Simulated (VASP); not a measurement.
# BeS (F-43m) in VASP: notebook, part 2 of 2

VASP 6.6.1.

## (3) Relaxation of cell and atoms, LDA, target pressure 1 GPa, at which the enthalpy is minimised

This run uses another cell than the first one, of 13.79 Å³/atom, 1.010 times its volume.

INCAR reads:

```
SYSTEM = BeS
PREC = Accurate
ENCUT = 600
EDIFF = 1E-7
ISMEAR = 0
SIGMA = 0.01
LREAL = .FALSE.
LASPH = .TRUE.
NELM = 80
ALGO = Normal
ISIF = 3
LWAVE = .FALSE.
LCHARG = .FALSE.
IBRION = 2
NSW = 100
EDIFFG = -0.002
PSTRESS = 10.0
```

KPOINTS reads:

```
regular mesh
0
G
  10 10 10
  0 0 0
```

POSCAR reads:

```
BeS
1.0
    0.0000000000      2.3981669820      2.3981669820
    2.3981669820      0.0000000000      2.3981669820
    2.3981669820      2.3981669820      0.0000000000
Be S
1 1
Direct
    0.0000000000      0.0000000000      0.0000000000
    0.7500000000      0.7500000000      0.7500000000
```

Potentials or basis: VASP PAW LDA potentials, release 64 (Be, S).

Run with:

```
$ cat potpaw_LDA.64/Be/POTCAR potpaw_LDA.64/S/POTCAR > POTCAR
$ mpirun -np 1 vasp_std > vasp.out
```

OUTCAR:

```text
SYSTEM = BeS
   PREC = Accurate
   ENCUT = 600
   EDIFF = 1E-7
   ISMEAR = 0
   LREAL = .FALSE.
   LASPH = .TRUE.
   NELM = 80
   ISIF = 3
   IBRION = 2
   NSW = 100
   EDIFFG = -0.002
   PSTRESS = 10.0

 ion  position               nearest neighbor table
   1  0.000  0.000  0.000-   2 2.08   2 2.08   2 2.08   2 2.08
   2  0.750  0.750  0.750-   1 2.08   1 2.08   1 2.08   1 2.08

  LATTYP: Found a face centered cubic cell.
 ALAT       =     4.7963339640

  Lattice vectors:

 A1 = (   0.0000000000,   2.3981669820,   2.3981669820)
 A2 = (   2.3981669820,   0.0000000000,   2.3981669820)
 A3 = (   2.3981669820,   2.3981669820,   0.0000000000)

Analysis of symmetry for initial positions (statically):
=====================================================================
 Subroutine PRICEL returns:
 Original cell was already a primitive cell.

 Routine SETGRP: Setting up the symmetry group for a
 face centered cubic supercell.

 Subroutine GETGRP returns: Found 24 space group operations
 (whereof 24 operations were pure point group operations)
 out of a pool of 48 trial point group operations.

The static configuration has the point symmetry T_d .

Analysis of symmetry for dynamics (positions and initial velocities):
=====================================================================
 Subroutine PRICEL returns:
 Original cell was already a primitive cell.

 Routine SETGRP: Setting up the symmetry group for a
 face centered cubic supercell.

 Subroutine GETGRP returns: Found 24 space group operations
 (whereof 24 operations were pure point group operations)
 out of a pool of 48 trial point group operations.

The dynamic configuration has the point symmetry T_d .

 Subroutine INISYM returns: Found 24 space group operations
 (whereof 24 operations are pure point group operations),
 and found     1 'primitive' translations

----------------------------------------------------------------------------------------

                                     Primitive cell

  volume of cell :      27.5847

  direct lattice vectors                    reciprocal lattice vectors
     0.000000000  2.398166982  2.398166982    -0.208492571  0.208492571  0.208492571
     2.398166982  0.000000000  2.398166982     0.208492571 -0.208492571  0.208492571
     2.398166982  2.398166982  0.000000000     0.208492571  0.208492571 -0.208492571

  length of vectors
     3.391520271  3.391520271  3.391520271     0.361119726  0.361119726  0.361119726

  position of ions in fractional coordinates (direct lattice)
     0.000000000  0.000000000  0.000000000
     0.750000000  0.750000000  0.750000000

  ion indices of the primitive-cell ions
   primitive index   ion index
                 1           1
                 2           2

----------------------------------------------------------------------------------------

 KPOINTS: regular mesh

Automatic generation of k-mesh.
 Grid dimensions read from file:
 generate k-points for:   10   10   10

 Generating k-lattice:

  Cartesian coordinates                     Fractional coordinates (reciprocal lattice)
[... 44 lines left out ...]
   total plane-waves  NPLWV =  21952
   dimension x,y,z NGX =    28 NGY =   28 NGZ =   28
   dimension x,y,z NGXF=    56 NGYF=   56 NGZF=   56
   ions per type =               1   1
   NGX,Y,Z   is equivalent  to a cutoff of  13.73, 13.73, 13.73 a.u.
   NGXF,Y,Z  is equivalent  to a cutoff of  27.45, 27.45, 27.45 a.u.
 SYSTEM =  BeS
   PREC   = accura    normal or accurate (medium, high low for compatibility)
   ISTART =      0    job   : 0-new  1-cont  2-samecut
   ICHARG =      2    charge: 1-file 2-atom 10-const
   ISPIN  =      1    spin polarized calculation?
   LNONCOLLINEAR =      F non collinear calculations
   LSORBIT =      F    spin-orbit coupling
   LASPH  =      T    aspherical Exc in radial PAW
   ENCUT  =  600.0 eV  44.10 Ry    6.64 a.u.   6.77  6.77  6.77*2*pi/ulx,y,z
   NELM   =     80;   NELMIN=  2; NELMDL= -5     # of ELM steps
   EDIFF  = 0.1E-06   stopping-criterion for ELM
   LREAL  =      F    real-space projection
   EDIFFG = -.2E-02   stopping-criterion for IOM
   NSW    =    100    number of steps for IOM
   IBRION =      2    ionic relax: 0-MD 1-quasi-New 2-CG
   NFREE  =      1    steps in history (QN), initial steepest desc. (CG)
   ISIF   =      3    stress and relaxation
   ISYM   =      2    0-nonsym 1-usesym 2-fastsym
   POTIM  = 0.5000    time-step for ionic-motion
   TEBEG  =    0.0;   TEEND  =   0.0 temperature during run
   PSTRESS=   10.0 pullay stress
   NELECT =       8.0000    total number of electrons
   NUPDOWN=      -1.0000    fix difference up-down
   EMIN   =  10.00;   EMAX   =-10.00  energy-range for DOS
   EFERMI =   0.00;   METHOD = LEGACY
   ISMEAR =     0;   SIGMA  =   0.01  broadening in eV -4-tet -1-fermi 0-gaus
   EFERMI_NEDOS =   21; number of points for ismear=-14 and -15
   IALGO  =     38    algorithm
   IMIX   =      4    mixing-type and parameters
     AMIX     =   0.40;   BMIX     =  1.00
     AMIX_MAG =   1.60;   BMIX_MAG =  1.00
  volume/ion in A,a.u.               =      13.79        93.08
  Fermi-wavevector in a.u.,A,eV,Ry     =   1.083633  2.047769 15.976773  1.174260
  Thomas-Fermi vector in A             =   2.219703
   LORBIT       =      0    0 simple, 1 ext, 2 COOP (PROOUT), +10 PAW based schemes
   GGA     = CA    functional components
   LHFCALC =     F    Hartree Fock is set to
   AEXX    =    0.0000 exact exchange contribution
   IVDW    =     0    specifies the selected vdW correction
   LEPSILON=     F    determine dielectric tensor
   LRPA    =     F    only Hartree local field effects (RPA)
 conjugate gradient relaxation of ions
 non-spin polarized calculation
 Gauss-broadening in eV      SIGMA  =   0.01
  energy-cutoff  :      600.00
  volume of cell :       27.58
 maximum number of plane-waves:       941
   NGX = 13   NGY = 13   NGZ = 13

--------------------------------------- Ionic step        1  -------------------------------------------

 number of electron       8.0000001 magnetization

 Free energy of the ion-electron system (eV)
  ---------------------------------------------------
  ext. energy  EPLUGINS =         0.00000000
  ---------------------------------------------------
  free energy    TOTEN  =       -11.14284266 eV

  energy without entropy =      -11.14284266  energy(sigma->0) =      -11.14284266

------------------------ aborting loop because EDIFF is reached ----------------------------------------

  FORCE on cell =-STRESS in cart. coord.  units (eV):
  Direction    XX          YY          ZZ          XY          YZ          ZX
  --------------------------------------------------------------------------------------
  -------------------------------------------------------------------------------------
  Total        0.0104501      0.0104501      0.0104501     -0.0000000      0.0000000      0.0000000
  in kB        0.6069616      0.6069616      0.6069616     -0.0000000      0.0000000      0.0000000
  external PRESSURE =      -9.3930384 kB  Pullay stress =      10.0000000 kB
[... 63 lines left out ...]
--------------------------------------- Ionic step        3  -------------------------------------------

 number of electron       8.0000001 magnetization

 Free energy of the ion-electron system (eV)
  ---------------------------------------------------
  ext. energy  EPLUGINS =         0.00000000
  ---------------------------------------------------
  free energy    TOTEN  =       -11.14202646 eV

  energy without entropy =      -11.14202646  energy(sigma->0) =      -11.14202646

 E-fermi :   4.5806     XC(G=0): -10.1590

 val. band max:        4.4781160363   @ k =   0.0000   0.0000   0.0000
 cond. band min:       7.2886650270   @ k =   0.5000   0.5000   0.0000
 fundamental gap:      2.8105489907
 Fermi energy:         4.5805901435

 k-point     1 :       0.0000    0.0000    0.0000
  band No.  band energies     occupation
      1      -9.4690      2.00000
      2       4.4781      2.00000
      3       4.4781      2.00000
      4       4.4781      2.00000
      5      10.0011      0.00000
      6      10.0011      0.00000
      7      10.0011      0.00000
      8      10.5176      0.00000
[... 243 lines left out ...]
 k-point    24 :       0.4000    0.3000    0.0000
  band No.  band energies     occupation
      1      -7.7500      2.00000
      2       0.1347      2.00000
      3       1.8550      2.00000
      4       2.1306      2.00000
      5       8.3130      0.00000
      6      10.1892      0.00000
      7      14.7315      0.00000
      8      14.8134      0.00000

 [... further k-points ...]

------------------------ aborting loop because EDIFF is reached ----------------------------------------

  FORCE on cell =-STRESS in cart. coord.  units (eV):
  Direction    XX          YY          ZZ          XY          YZ          ZX
  --------------------------------------------------------------------------------------
  -------------------------------------------------------------------------------------
  Total        0.1704219      0.1704219      0.1704219     -0.0000000     -0.0000000     -0.0000000
  in kB        9.9883830      9.9883830      9.9883830     -0.0000000     -0.0000000     -0.0000000
  external PRESSURE =      -0.0116170 kB  Pullay stress =      10.0000000 kB
[... 21 lines left out ...]
  energy  without entropy=      -11.1420264645  energy(sigma->0) =      -11.14202646

  enthalpy is  TOTEN    =       -10.9714063495 eV   P V=        0.1706201150

 reached required accuracy - stopping structural energy minimisation
```

OSZICAR:

```text
N       E                     dE             d eps       ncg     rms          rms(c)
DAV:   1     0.237397491762E+02    0.23740E+02   -0.45313E+03   752   0.989E+02
DAV:   2    -0.106974895428E+02   -0.34437E+02   -0.32984E+02  1128   0.126E+02
DAV:   3    -0.114022746283E+02   -0.70479E+00   -0.70479E+00   840   0.253E+01
DAV:   4    -0.114059006573E+02   -0.36260E-02   -0.36260E-02  1224   0.192E+00
[... 20 lines left out ...]
DAV:   2    -0.111420474393E+02    0.17439E-03   -0.51673E-04   880   0.133E-01    0.389E-02
DAV:   3    -0.111420280841E+02    0.19355E-04   -0.95443E-05   936   0.575E-02    0.217E-02
DAV:   4    -0.111420272846E+02    0.79951E-06   -0.10249E-06   864   0.867E-03    0.171E-02
DAV:   5    -0.111420264739E+02    0.81070E-06   -0.12146E-06   832   0.698E-03    0.296E-03
DAV:   6    -0.111420264645E+02    0.93785E-08   -0.31273E-08   400   0.155E-03
   3 F= -.10971406E+02 E0= -.10971406E+02  d E =-.733771E-03
```

Run time: 34 s. Hardware: 1 thread of Intel Xeon 8259CL, shared host; peak memory 0.14 GiB.

Results:

```yaml
Free_energy: -11.1420 eV
Relaxed_volume: 13.67 Å³/atom
Relaxed_cell: a = 3.381 Å, b = 3.381 Å, c = 3.381 Å, α = 60.00°, β = 60.00°, γ = 60.00°
Space_group_after_relaxing_to_0.05_Å: F-43m (No. 216)
Energy_change_on_relaxing_the_enthalpy_is_what_falls: +0.4 meV/atom
Ionic_steps: 3
Pressure_after_relaxing: 1.0 GPa
Band_gap_on_the_k_mesh: 2.81 eV, indirect (least direct gap 5.52 eV)
```

Step by step:
```
step  energy change (eV)  largest force (eV/Å)  pressure (GPa)  volume (Å³)
   1              0.0000                0.0000            0.06        27.58
   2              0.0013                0.0000            1.29        27.26
   3              0.0008                0.0000            1.00        27.34
```

Final structure:
```
Be S
1.0
     0.00000    2.39095    2.39095
     2.39095    0.00000    2.39095
     2.39095    2.39095    0.00000
Be S
1 1
Direct
  0.00000 0.00000 0.00000
  0.75000 0.75000 0.75000
```

Levels at points of the mesh, in eV from the valence-band top:
| k point | band 1 | band 2 | band 3 | band 4 | band 5 | band 6 | band 7 | band 8 |
| --- | --- | --- | --- | --- | --- | --- | --- | --- |
| (0.00, 0.00, 0.00) | -13.95 | 0.00 | 0.00 | 0.00 | 5.52 | 5.52 | 5.52 | 6.04 |
| (0.50, 0.00, 0.00) | -12.20 | -6.12 | -1.11 | -1.11 | 5.52 | 6.43 | 6.43 | 11.11 |
| (0.50, 0.50, 0.00) | -11.61 | -5.26 | -2.82 | -2.82 | 2.81 | 4.77 | 12.96 | 12.96 |

Caveat: the cell is relaxed towards a set pressure, so the enthalpy falls and the energy may rise.

## (4) Relaxation of cell and atoms, LDA, target pressure 2 GPa, at which the enthalpy is minimised

This run uses another cell than the first one, of 13.79 Å³/atom, 1.010 times its volume.

INCAR reads:

```
SYSTEM = BeS
  PREC = Accurate
  ENCUT = 600
  EDIFF = 1E-7
  ISMEAR = 0
  SIGMA = 0.01
  LREAL = .FALSE.
  LASPH = .TRUE.
  NELM = 80
  ALGO = Normal
  ISIF = 3
  LWAVE = .FALSE.
  LCHARG = .FALSE.
  IBRION = 2
  NSW = 100
  EDIFFG = -0.002
  PSTRESS = 20.0
```

KPOINTS is that of step 3.

POSCAR is that of step 3.

Run with:

```
$ cat potpaw_LDA.64/Be/POTCAR potpaw_LDA.64/S/POTCAR > POTCAR
$ mpirun -np 1 vasp_std > vasp.out
```

It took 36 s on 1 thread of Intel Xeon 8259CL, shared host; peak memory 0.14 GiB.

Results (log left out):

```yaml
Free_energy: -11.1397 eV
Relaxed_volume: 13.54 Å³/atom
Relaxed_cell: a = 3.371 Å, b = 3.371 Å, c = 3.371 Å, α = 60.00°, β = 60.00°, γ = 60.00°
Space_group_after_relaxing_to_0.05_Å: F-43m (No. 216)
Energy_change_on_relaxing_the_enthalpy_is_what_falls: +1.6 meV/atom
Ionic_steps: 3
Pressure_after_relaxing: 2.0 GPa
Band_gap_on_the_k_mesh: 2.79 eV, indirect (least direct gap 5.52 eV)
```

Step by step:
```
step  energy change (eV)  largest force (eV/Å)  pressure (GPa)  volume (Å³)
   1              0.0000                0.0000            0.06        27.58
   2              0.0055                0.0000            2.66        26.92
   3              0.0032                0.0000            2.00        27.08
```

Final structure:
```
Be S
1.0
     0.00000    2.38355    2.38355
     2.38355    0.00000    2.38355
     2.38355    2.38355    0.00000
Be S
1 1
Cartesian
  0.0000 0.0000 0.0000
  3.5753 3.5753 3.5753
```

Levels at points of the mesh, in eV from the valence-band top:
```
           k point  band 1  band 2  band 3  band 4  band 5  band 6  band 7  band 8
(0.00, 0.00, 0.00)  -14.01    0.00    0.00    0.00    5.52    5.52    5.52    6.12
(0.50, 0.00, 0.00)  -12.24   -6.19   -1.12   -1.12    5.55    6.42    6.42   11.15
(0.50, 0.50, 0.00)  -11.64   -5.31   -2.86   -2.86    2.79    4.76   13.03   13.03
```

Caveat: the cell is relaxed towards a set pressure, so the enthalpy falls and the energy may rise. A k mesh can miss the band edges.

## (5) Relaxation of cell and atoms, LDA, target pressure 4 GPa, at which the enthalpy is minimised

This run uses another cell than the first one, of 13.79 Å³/atom, 1.010 times its volume.

INCAR reads:

```
PREC = Accurate ; ENCUT = 600
EDIFF = 1E-6 ; ISMEAR = 0
SIGMA = 0.01 ; LREAL = False
LASPH = True ; NELM = 60
ALGO = Normal ; ISIF = 3
LWAVE = False ; LCHARG = False
GGA = CA ; IBRION = 2
NSW = 100 ; EDIFFG = -0.002
PSTRESS = 40.0
```

KPOINTS reads:

```
regular mesh
0
Gamma
  10 10 10
```

POSCAR is that of step 4.

Run with:

```
$ cat potpaw_LDA.64/Be/POTCAR potpaw_LDA.64/S/POTCAR > POTCAR
$ mpirun -np 1 vasp_std > vasp.out
```

It took 34 s on 1 thread of Intel Xeon 8259CL, shared host; peak memory 0.14 GiB.

The run converged. Its results:

```
Free energy                                            : -11.1308 eV
Relaxed volume                                         : 13.30 Å³/atom
Relaxed cell                                           : a = 3.351 Å, b = 3.351 Å, c = 3.351 Å, α = 60.00°, β = 60.00°, γ = 60.00°
Space group after relaxing (to 0.05 Å)                 : F-43m (No. 216)
Energy change on relaxing (the enthalpy is what falls) : +6.0 meV/atom
Ionic steps                                            : 3
Pressure after relaxing                                : 4.0 GPa
Band gap on the k mesh                                 : 2.75 eV, indirect (least direct gap 5.51 eV)
```

The path:
```csv
step,energy change (eV),largest force (eV/Å),pressure (GPa),volume (Å³)
1,0.0000,0.0000,0.06,27.58
2,0.0227,0.0000,5.62,26.25
3,0.0120,0.0000,3.99,26.61
```

Final structure:
```
CELL_PARAMETERS angstrom
0.00000 2.36954 2.36954
2.36954 0.00000 2.36954
2.36954 2.36954 0.00000
ATOMIC_POSITIONS crystal
Be 0.00000 0.00000 0.00000
S 0.75000 0.75000 0.75000
```

Levels at points of the mesh, in eV from the valence-band top:
```
           k point  band 1  band 2  band 3  band 4  band 5  band 6  band 7  band 8
(0.00, 0.00, 0.00)  -14.14    0.00    0.00    0.00    5.51    5.51    5.51    6.28
(0.50, 0.00, 0.00)  -12.31   -6.31   -1.15   -1.15    5.62    6.41    6.41   11.23
(0.50, 0.50, 0.00)  -11.70   -5.40   -2.92   -2.92    2.75    4.74   13.18   13.18
```

Caveat: the cell is relaxed towards a set pressure, so the enthalpy falls and the energy may rise. A k mesh can miss the band edges.

## (6) Relaxation of cell and atoms, LDA, target pressure 7 GPa, at which the enthalpy is minimised

This run uses another cell than the first one, of 13.79 Å³/atom, 1.010 times its volume.

INCAR reads:

```
SYSTEM = BeS
ALGO = Normal
EDIFF = 1E-7
EDIFFG = -0.002
ENCUT = 600
IBRION = 2
ISIF = 3
ISMEAR = 0
LASPH = .TRUE.
LCHARG = .FALSE.
LREAL = .FALSE.
LWAVE = .FALSE.
NELM = 100
NSW = 100
PREC = Accurate
PSTRESS = 70.0
SIGMA = 0.01
```

KPOINTS reads:

```
k-points
0
G
  10 10 10
  0 0 0
```

POSCAR is that of step 5.

Potentials or basis: VASP PAW LDA potentials, release 64 (Be, S).

Run with:

```
$ cat potpaw_LDA.64/Be/POTCAR potpaw_LDA.64/S/POTCAR > POTCAR
$ mpirun -np 1 vasp_std > vasp.out
```

It took 39 s on 1 thread of Intel Xeon 8259CL, shared host; peak memory 0.15 GiB.

The run converged. Its results:

| Property | Result |
| --- | --- |
| Free energy | -11.1087 eV |
| Relaxed volume | 12.98 Å³/atom |
| Relaxed cell | a = 3.324 Å, b = 3.324 Å, c = 3.324 Å, α = 60.00°, β = 60.00°, γ = 60.00° |
| Space group after relaxing (to 0.05 Å) | F-43m (No. 216) |
| Energy change on relaxing (the enthalpy is what falls) | +17.0 meV/atom |
| Ionic steps | 3 |
| Pressure after relaxing | 7.0 GPa |
| Band gap on the k mesh | 2.69 eV, indirect (least direct gap 5.49 eV) |

The path:
```csv
step,energy change (eV),largest force (eV/Å),pressure (GPa),volume (Å³)
1,0.0000,0.0000,0.06,27.58
2,0.0722,0.0000,10.64,25.27
3,0.0341,0.0000,7.00,25.96
```

Final structure:
```
Be S
1.0
     0.00000    2.35022    2.35022
     2.35022    0.00000    2.35022
     2.35022    2.35022    0.00000
Be S
1 1
Direct
  0.00000 0.00000 0.00000
  0.75000 0.75000 0.75000
```

Levels at points of the mesh, in eV from the valence-band top:
| k point | band 2 | band 3 | band 4 | band 5 | band 6 | band 7 |
| --- | --- | --- | --- | --- | --- | --- |
| (0.00, 0.00, 0.00) | 0.00 | 0.00 | 0.00 | 5.49 | 5.49 | 5.49 |
| (0.50, 0.00, 0.00) | -6.48 | -1.18 | -1.18 | 5.71 | 6.40 | 6.40 |
| (0.50, 0.50, 0.00) | -5.54 | -3.02 | -3.02 | 2.69 | 4.71 | 13.38 |

Caveat: the cell is relaxed towards a set pressure, so the enthalpy falls and the energy may rise.

## (7) Summary

| task | cell | cutoff (eV) | gap on the mesh (eV) | pressure (GPa) |
| --- | --- | --- | --- | --- |
| single point | a = 3.381 Å, angles 60.0°, 2 atoms | 520 | 2.81 | 1.0 |
| relaxation of cell and atoms | relaxed to 1 GPa from a = 3.392 Å, angles 60.0°, 2 atoms | 600 | 2.81 | 1.0 |
| relaxation of cell and atoms | relaxed to 2 GPa from a = 3.392 Å, angles 60.0°, 2 atoms | 600 | 2.79 | 2.0 |
| relaxation of cell and atoms | relaxed to 4 GPa from a = 3.392 Å, angles 60.0°, 2 atoms | 600 | 2.75 | 4.0 |
| relaxation of cell and atoms | relaxed to 7 GPa from a = 3.392 Å, angles 60.0°, 2 atoms | 600 | 2.69 | 7.0 |

Alike in all rows: level LDA; potentials or basis VASP PAW LDA potentials, release 64 (Be, S); no spin polarisation; k mesh 10 × 10 × 10; smearing gaussian 0.01 eV.

Caveats: the cell is relaxed towards a set pressure, so the enthalpy falls and the energy may rise (some runs).

Absolute energies hang on the potentials; compare differences alone.
